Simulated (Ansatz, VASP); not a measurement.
## One calculation of WC, two programs

```xyz
2
Lattice="2.8843 0.0000 0.0000 -1.4421 2.4979 0.0000 0.0000 0.0000 2.8121" Properties=species:S:1:pos:R:3 pbc="T T T"
W     0.0000    0.0000    0.0000
C     1.4421    0.8326    1.4061
```

Alike in both runs: functional LDA; k mesh 15 × 15 × 12; occupations gaussian, width 0.1 eV; no spin polarisation.

Ansatz relaxed the structure, and its values are those at the end. VASP's run is a single point on that final structure, the one shown.

|  | VASP | Ansatz |
| --- | --- | --- |
| version | VASP 6.6.1 | Ansatz 0.2.0 |
| potentials or method | VASP PAW LDA potentials, release 64 (W_sv, C_h), cutoff 1300 eV | scalar-relativistic, plane waves, PAW |
| valence electrons in the cell | 18 | 18 |

```csv
,VASP,Ansatz,Ansatz less VASP
gap on the k mesh at the Fermi level (eV),none,none,-
pressure (GPa),2.5,0.0,-2.51
```

Ansatz warns that its potentials were made for another functional, while VASP's fit it. LDA's correlation is that of Perdew and Zunger in VASP and of Perdew and Wang (1992) in Ansatz. A gap of «none» marks a metal or a gap that the smearing closes.

Neither program's run includes spin-orbit coupling.
